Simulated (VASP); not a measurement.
Input of a VASP 6.6.1 run:

Contents of INCAR:

```
SYSTEM = Ta2B2O
PREC = Accurate
ENCUT = 600
EDIFF = 1E-6
ISMEAR = 0
SIGMA = 0.1
LREAL = .FALSE.
LASPH = .TRUE.
NELM = 100
ALGO = Normal
ISIF = 3
LWAVE = .FALSE.
LCHARG = .FALSE.
GGA = PE
IBRION = 2
NSW = 90
EDIFFG = -0.04
```

KPOINTS

```
Automatic mesh
0
G
  6 6 4
  0 0 0
```

POSCAR

```
Ta2B2O
1.0
    3.5471323700      0.0000000000      0.0000000000
   -1.7735661800      3.0719067400      0.0000000000
    0.0000000000      0.0000000000      5.6734776800
Ta B O
2 2 1
Direct
    0.6666666700      0.3333333300      0.7688455000
    0.3333333300      0.6666666700      0.2311545000
    0.6666666700      0.3333333300      0.3785214400
    0.3333333300      0.6666666700      0.6214785600
    0.0000000000      0.0000000000      0.0000000000
```

Potentials or basis: VASP PAW PBE potentials, release 64 (Ta_pv, B, O).

The run is started by

```sh
$ cat potpaw_PBE.64/Ta_pv/POTCAR potpaw_PBE.64/B/POTCAR potpaw_PBE.64/O/POTCAR > POTCAR
$ mpirun -np 1 vasp_std > vasp.out
```

**Question.** Estimate the band gap on the k mesh.

**Answer.** Zero (band 17 reaches 7.77 eV, above the bottom of band 18 at 6.97 eV).

**Question.** Estimate the relaxed cell.

**Answer.** a = 2.953 Å, b = 2.953 Å, c = 7.054 Å, α = 90.00°, β = 90.00°, γ = 120.00°.

**Question.** Predict the relaxed volume.

**Answer.** 10.65 Å³/atom.

**Question.** Estimate the space group after relaxing (to 0.05 Å).

**Answer.** P-3m1 (No. 164).

The path:
```tsv
step	energy change (eV)	largest force (eV/Å)	pressure (GPa)	volume (Å³)
1	0.0000	0.6918	-3.05	61.82
2	-0.6795	2.2099	1.36	59.63
3	-1.4490	4.1084	8.83	56.73
4	-1.6361	7.2541	34.61	50.32
5	-1.7729	6.7925	27.77	51.64
6	-1.8227	6.8113	27.56	51.55
7	-1.9612	6.7446	26.98	51.27
8	-2.2154	6.6877	26.26	50.66
9	-2.2824	5.1696	29.12	49.25
10	-2.3823	5.9142	26.94	49.90
11	-2.5598	5.7234	23.71	50.28
12	-3.0295	5.1704	14.62	51.41
13	-3.7056	4.1047	-0.51	53.71
14	-4.1594	2.1787	-21.11	58.48
15	-4.4947	1.6661	-17.78	57.48
16	-4.8066	0.3522	-6.53	55.22
17	-4.8121	0.0869	-8.49	55.53
18	-4.8972	0.2014	-4.99	54.55
19	-4.9570	0.3564	0.88	53.10
20	-4.9586	0.3852	2.10	52.82
21	-4.9715	0.2966	1.16	53.00
22	-4.9808	0.2092	-0.53	53.32
23	-4.9830	0.0282	0.12	53.25
```

Caveat: spin-orbit coupling is left out, which moves the levels of the heavy elements.
